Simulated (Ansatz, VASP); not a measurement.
**Two plane-wave programs on PbI2**

Contents of POSCAR:

```
PbI2
1.0
    4.2864208579      0.0000000000      0.0000000000
   -2.1432104290      3.7121493543      0.0000000000
    0.0000000000      0.0000000000      7.8787300482
Pb I
1 2
Direct
    0.0000000000      0.0000000000      0.0000000000
    0.3333333333      0.6666666667      0.2650000000
    0.6666666667      0.3333333333      0.7350000000
```

File INCAR.step1:

```
  ALGO = Normal
  EDIFF = 1E-5
  ENCUT = 550
  GGA = PE
  GGA_COMPAT = False
  ISMEAR = 0
  LASPH = True
  LCHARG = False
  LREAL = False
  LWAVE = True
  NBANDS = 21
  NELM = 120
  PREC = Accurate
  SIGMA = 0.05
```

File INCAR.step2:

```
  ALGO = Normal
  EDIFF = 1E-6
  ENCUT = 550
  GGA_COMPAT = False
  ISIF = 2
  ISMEAR = 0
  ISTART = 1
  LASPH = True
  LCHARG = False
  LMIXTAU = True
  LREAL = False
  LWAVE = False
  METAGGA = R2SCAN
  NBANDS = 21
  NELM = 120
  PREC = Accurate
  SIGMA = 0.05
```

The input KPOINTS:

```
k-points
0
Gamma
  6 6 4
```

Input for Ansatz:

```yaml
crystal:
  lattice:
    - [4.2864208579, 0.0, 0.0]
    - [-2.143210429, 3.7121493543, 0.0]
    - [0.0, 0.0, 7.8787300482]
  atoms:
    - { symbol: Pb, position: [0.0, 0.0, 0.0] }
    - { symbol: I, position: [0.3333333333, 0.6666666667, 0.265] }
    - { symbol: I, position: [0.6666666667, 0.3333333333, 0.735] }
basis:
  ecutwfc: 500
kpoints:
  mp_grid: { grid: [6, 6, 4] }
hamiltonian:
  xc: r2scan
scf:
  occupations: { method: gaussian, width: 0.05 }
output:
  forces: true
  stress: true
  eigenvalues: true
```

Alike in both runs: task single point; functional r2SCAN; k mesh 6 × 6 × 4; occupations gaussian, width 0.05 eV; no spin polarisation.

|  | VASP | Ansatz |
| --- | --- | --- |
| version | VASP 6.6.1 | Ansatz 0.2.0 |
| potentials or method | VASP PAW PBE potentials, release 64 (Pb_d, I), cutoff 550 eV | scalar-relativistic, plane waves, PAW |
| valence electrons in the cell | 28 | 48 |

```csv
,VASP,Ansatz,Ansatz less VASP
gap on the k mesh at the Fermi level (eV),2.71,2.70,-0.004
least direct gap on the mesh (eV),3.07,3.07,0.000
pressure (GPa),1.0,1.0,+0.01
"traceless stress, the component that is largest in VASP (GPa)",-2.02,-2.02,-0.004
rms of the force components (eV/Å),0.082,0.084,+0.0020
```

VASP's potentials were made for PBE, not for r2SCAN. Atom by atom the forces differ by 0.002 eV/Å (rms over components). The functional is the same, so the differences come from potentials, cutoffs and numerics. VASP's potentials hold 28 valence electrons a cell and Ansatz's 48, so a difference there can come from the potentials and not from the codes.

Spin-orbit coupling is off throughout.
